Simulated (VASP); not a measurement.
A run of VASP 6.6.1:

Contents of INCAR:

```
SYSTEM = Ir
  ALGO = Fast
  EDIFF = 1E-6
  EDIFFG = -0.01
  ENCUT = 600
  GGA = PS
  IBRION = 2
  ISIF = 3
  ISMEAR = 0
  LASPH = .True.
  LCHARG = .False.
  LREAL = .False.
  LWAVE = .False.
  NELM = 60
  NSW = 100
  PREC = Accurate
  SIGMA = 0.1
```

Contents of KPOINTS:

```
k-points
0
Gamma
  18 18 18
  0 0 0
```

File POSCAR:

```
Ir
1.0
   -2.4034226760      2.4034226760      1.3566414724
    2.4034226760     -2.4034226760      1.3566414724
    2.4034226760      2.4034226760     -1.3566414724
Ir
2
Direct
    0.0000000000      0.0000000000      0.0000000000
    0.7500000000      0.2500000000      0.5000000000
```

Potentials or basis: VASP PAW PBE potentials, release 64 (Ir).

The run is started by

```bash
$ cat potpaw_PBE.64/Ir/POTCAR > POTCAR
$ mpirun -np 1 vasp_std > vasp.out
```

Hardware: 1 thread of Intel Xeon 8259CL (shared host).

Q: Estimate the wall time of this run.

A: Wall time 17 min on 1 thread of Intel Xeon 8259CL (shared host), peak memory 0.37 GiB. Counts: scf iterations 42, k points 480, ion steps 5.
